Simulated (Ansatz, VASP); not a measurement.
**Two plane-wave programs on MgO**

```
Mg O
1.0
     0.00000    2.15250    2.15250
     2.15250    0.00000    2.15250
     2.15250    2.15250    0.00000
Mg O
1 1
Direct
  0.00000 0.00000 0.00000
  0.50000 0.50000 0.50000
```

Alike in both runs: task single point; functional PBE; k mesh 9 × 9 × 9; occupations fermi-dirac, width 0.15 eV; no spin polarisation.

```csv
,VASP,Ansatz
version,VASP 6.6.1,Ansatz 0.2.0
potentials or method,"VASP PAW PBE potentials, release 64 (Mg_sv, O), cutoff 840 eV","PAW, plane waves, scalar-relativistic"
valence electrons in the cell,16,16
```

```csv
,VASP,Ansatz,Ansatz less VASP
pressure (GPa),-5.0,-5.0,0.00
```

The functional is the same, so the differences come from potentials, cutoffs and numerics.
